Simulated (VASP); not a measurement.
# Li2H3 (Immm) in VASP: a series of runs

Runs on Li2H3. Level: PBE. Tasks: single point, relaxation of cell and atoms.

All numbers are computed with VASP 6.6.1; they aren't measurements. Logs are shortened: lines on timing, memory, paths and dates and some standing lists are left out, and cuts for length are marked.

## 1. The cell of the first run

Symmetry: Immm, No. 71, orthorhombic system. Conventional cell: a = 3.128 Å, b = 5.186 Å, c = 6.480 Å, α = 90.00°, β = 90.00°, γ = 90.00°. Li (site symmetry mm2) has 10 H at 2.36 to 2.97 Å and 7 Li at 2.91 to 3.13 Å within 3.2 Å. Within 3.0 Å of H (site symmetry mmm) lie 4 H at 2.19 Å and 8 Li at 2.37 to 2.97 Å. Within 2.8 Å of H (site symmetry m2m) lie 3 H at 2.11 to 2.19 Å and 6 Li at 2.36 to 2.38 Å.

The cell was built from a structure type or drawn by symmetry, and may not be a known phase.

## 2. Single point, PBE

Contents of INCAR:

```
SYSTEM = Li2H3
PREC = Accurate
ENCUT = 520
EDIFF = 1E-7
ISMEAR = 0
SIGMA = 0.1
LREAL = .False.
LASPH = .True.
NELM = 80
ALGO = Normal
ISIF = 2
LWAVE = .False.
LCHARG = .True.
GGA = PE
LELF = .True.
LVHAR = .True.
NBANDS = 12
```

Contents of KPOINTS:

```
Automatic mesh
0
Gamma
  6 6 6
  0 0 0
```

Contents of POSCAR:

```
Li2H3
1.0
   -1.5640150800      2.5930593400      3.2399448900
    1.5640150800     -2.5930593400      3.2399448900
    1.5640150800      2.5930593400     -3.2399448900
Li H
2 3
Direct
    0.7245000000      0.2245000000      0.5000000000
    0.2755000000      0.7755000000      0.5000000000
    0.0000000000      0.0000000000      0.0000000000
    0.7031999900      0.5000000000      0.2031999900
    0.2968000100      0.5000000000      0.7968000100
```

Potentials or basis: VASP PAW PBE potentials, release 64 (Li_sv, H).

Run with:

```console
cat potpaw_PBE.64/Li_sv/POTCAR potpaw_PBE.64/H/POTCAR > POTCAR
mpirun -np 1 vasp_std > vasp.out
```

OUTCAR:

```text
SYSTEM = Li2H3
   PREC = Accurate
   ENCUT = 520
   EDIFF = 1E-7
   ISMEAR = 0
   LREAL = .False.
   LASPH = .True.
   NELM = 80
   ISIF = 2
   GGA = PE

 ion  position               nearest neighbor table
   1  0.724  0.224  0.500-
   2  0.276  0.776  0.500-
   3  0.000  0.000  0.000-
   4  0.703  0.500  0.203-
   5  0.297  0.500  0.797-

  LATTYP: Found a body centered orthorhombic cell.
 ALAT       =     3.1280301600
 B/A-ratio  =     1.6579503441
 C/A-ratio  =     2.0715560428

  Lattice vectors:

 A1 = (  -1.5640150800,   2.5930593400,   3.2399448900)
 A2 = (   1.5640150800,  -2.5930593400,   3.2399448900)
 A3 = (   1.5640150800,   2.5930593400,  -3.2399448900)

Analysis of symmetry for initial positions (statically):
=====================================================================
 Subroutine PRICEL returns:
 Original cell was already a primitive cell.

 Routine SETGRP: Setting up the symmetry group for a
 body centered orthorhombic supercell.

 Subroutine GETGRP returns: Found  8 space group operations
 (whereof  8 operations were pure point group operations)
 out of a pool of  8 trial point group operations.

The static configuration has the point symmetry D_2h.

Analysis of symmetry for dynamics (positions and initial velocities):
=====================================================================
 Subroutine PRICEL returns:
 Original cell was already a primitive cell.

 Routine SETGRP: Setting up the symmetry group for a
 body centered orthorhombic supercell.

 Subroutine GETGRP returns: Found  8 space group operations
 (whereof  8 operations were pure point group operations)
 out of a pool of  8 trial point group operations.

The dynamic configuration has the point symmetry D_2h.

 Subroutine INISYM returns: Found  8 space group operations
 (whereof  8 operations are pure point group operations),
 and found     1 'primitive' translations

----------------------------------------------------------------------------------------

                                     Primitive cell

  volume of cell :      52.5595

  direct lattice vectors                    reciprocal lattice vectors
    -1.564015080  2.593059340  3.239944890     0.000000000  0.192822429  0.154323613
     1.564015080 -2.593059340  3.239944890     0.319690012  0.000000000  0.154323613
     1.564015080  2.593059340 -3.239944890     0.319690012  0.192822429  0.000000000

  length of vectors
[... 96 lines left out ...]
   POTIM  = 0.5000    time-step for ionic-motion
   TEBEG  =    0.0;   TEEND  =   0.0 temperature during run
   PSTRESS=    0.0 pullay stress
   NELECT =       9.0000    total number of electrons
   NUPDOWN=      -1.0000    fix difference up-down
   EMIN   =  10.00;   EMAX   =-10.00  energy-range for DOS
   EFERMI =   0.00;   METHOD = LEGACY
   ISMEAR =     0;   SIGMA  =   0.10  broadening in eV -4-tet -1-fermi 0-gaus
   EFERMI_NEDOS =   21; number of points for ismear=-14 and -15
   IALGO  =     38    algorithm
   IMIX   =      4    mixing-type and parameters
     AMIX     =   0.40;   BMIX     =  1.00
     AMIX_MAG =   1.60;   BMIX_MAG =  1.00
  volume/ion in A,a.u.               =      10.51        70.94
  Fermi-wavevector in a.u.,A,eV,Ry     =   0.909087  1.717925 11.244382  0.826439
  Thomas-Fermi vector in A             =   2.033090
   LORBIT       =      0    0 simple, 1 ext, 2 COOP (PROOUT), +10 PAW based schemes
   GGA     = PE    functional components
   LHFCALC =     F    Hartree Fock is set to
   AEXX    =    0.0000 exact exchange contribution
   IVDW    =     0    specifies the selected vdW correction
   LEPSILON=     F    determine dielectric tensor
   LRPA    =     F    only Hartree local field effects (RPA)
 non-spin polarized calculation
 Gauss-broadening in eV      SIGMA  =   0.10
  energy-cutoff  :      520.00
  volume of cell :       52.56
 maximum number of plane-waves:      1437
 NGX is ok and might be reduce to    36
   NGX = 17   NGY = 17   NGZ = 17

 number of electron       8.9999998 magnetization

 Free energy of the ion-electron system (eV)
  ---------------------------------------------------
  ext. energy  EPLUGINS =         0.00000000
  ---------------------------------------------------
  free energy    TOTEN  =       -12.56619684 eV

  energy without entropy =      -12.56303403  energy(sigma->0) =      -12.56461543

 E-fermi :   0.1036     XC(G=0):  -7.5775

 val. band max:        0.0299940312   @ k =  -0.3333  -0.3333   0.1667
 cond. band min:       0.2287305462   @ k =  -0.1667   0.3333   0.0000
 fundamental gap:      0.1987365150
 Fermi energy:         0.1035583583

 k-point     1 :       0.0000    0.0000    0.0000
  band No.  band energies     occupation
      1     -46.6458      2.00000
      2     -46.6285      2.00000
      3      -6.3194      2.00000
      4      -0.6878      2.00000
      5      -0.1696      1.99989
      6       3.0153      0.00000
      7       6.5722      0.00000
      8       7.6612      0.00000
      9       7.8129      0.00000
     10       7.9177      0.00000
     11      10.8950      0.00000
     12      12.1560      0.00000
[... 331 lines left out ...]
 k-point    24 :       0.1667    0.3333    0.1667
  band No.  band energies     occupation
      1     -46.6348      2.00000
      2     -46.6303      2.00000
      3      -3.2051      2.00000
      4      -2.2349      2.00000
      5      -1.0208      2.00000
      6       3.0395      0.00000
      7       4.8531      0.00000
      8       5.3819      0.00000
      9       7.1028      0.00000
     10       7.5929      0.00000
     11       9.1765      0.00000
     12       9.5876      0.00000

 [... further k-points ...]
[... 5 lines left out ...]
  --------------------------------------------------------------------------------------
  -------------------------------------------------------------------------------------
  Total       -1.2450483     -0.0838130     -6.3633933     -0.0000000      0.0000000      0.0000000
  in kB      -37.9529720     -2.5548819   -193.9761525     -0.0000000      0.0000000      0.0000000
  external PRESSURE =     -78.1613355 kB  Pullay stress =       0.0000000 kB

 VOLUME and BASIS-vectors are now :
 -----------------------------------------------------------------------------
  energy-cutoff  :      520.00
  volume of cell :       52.56
      direct lattice vectors                 reciprocal lattice vectors
    -1.564015080  2.593059340  3.239944890     0.000000000  0.192822429  0.154323613
     1.564015080 -2.593059340  3.239944890     0.319690012  0.000000000  0.154323613
     1.564015080  2.593059340 -3.239944890     0.319690012  0.192822429  0.000000000

 POSITION                                       TOTAL-FORCE (eV/Angst)
 -----------------------------------------------------------------------------------
      0.00000      2.59306      1.45474         0.000000     -0.000000      0.212439
      1.56402      0.00000      1.78521        -0.000000      0.000000     -0.212439
      0.00000      0.00000      0.00000         0.000000      0.000000      0.000000
      0.00000      1.05382      3.23994         0.000000     -0.002555      0.000000
      1.56402      1.53924      0.00000        -0.000000      0.002555      0.000000
 -----------------------------------------------------------------------------------
    total drift:                                0.000000      0.000000     -0.000000

  FREE ENERGIE OF THE ION-ELECTRON SYSTEM (eV)
  ---------------------------------------------------
  free  energy   TOTEN  =       -12.5661968421 eV

  energy  without entropy=      -12.5630340254  energy(sigma->0) =      -12.56461543
```

stdout:

```text
POSCAR found type information on POSCAR LiH
 POSCAR found :  2 types and       5 ions
 scaLAPACK will be used
 LDA part: xc-table for (Slater+PW92), standard interpolation
 POSCAR, INCAR and KPOINTS ok, starting setup
 FFT: planning ... GRIDC
 FFT: planning ... GRID_SOFT
 FFT: planning ... GRID
 WAVECAR not read
 entering main loop
```

It took 16 s on 1 thread of Intel Xeon 6975P-C (Granite Rapids), shared host; peak memory 0.19 GiB.

Results:

```
Free energy            : -12.5662 eV
Largest force          : 0.212 eV/Å
Band gap on the k mesh : zero (an odd number of electrons rules out a gap without spin polarisation)
```

Forces on the atoms (eV/Å):
```
Li   0.000  0.000  0.212
Li   0.000  0.000 -0.212
H    0.000  0.000  0.000
H    0.000 -0.003  0.000
H    0.000  0.003  0.000
```

Levels at points of the mesh, in eV from the Fermi level:
```csv
k point,band 2,band 3,band 4,band 5,band 6,band 7,band 8,band 9
"(0.00, 0.00, 0.00)",-46.73,-6.42,-0.79,-0.27,2.91,6.47,7.56,7.71
"(0.50, 0.00, 0.00)",-46.74,-4.99,-4.53,2.05,3.18,3.88,8.08,9.68
"(0.00, 0.50, 0.00)",-46.73,-3.61,-2.41,-0.26,4.44,4.61,4.70,4.92
"(0.50, 0.50, 0.00)",-46.73,-3.51,-1.57,-1.43,2.57,2.86,6.51,7.74
"(0.50, 0.50, 0.50)",-46.74,-5.29,-2.63,-1.08,0.45,8.21,8.32,8.33
```

Caveat: the k points lie up to 0.37 Å⁻¹ apart, too coarse for converged energies and pressures of a metal; the cutoff is under 1.25 times the usual one of these potentials, so pressure, stress and relaxed cells hold a basis-set (Pulay) error.

(Continued in part 2 of 2.)
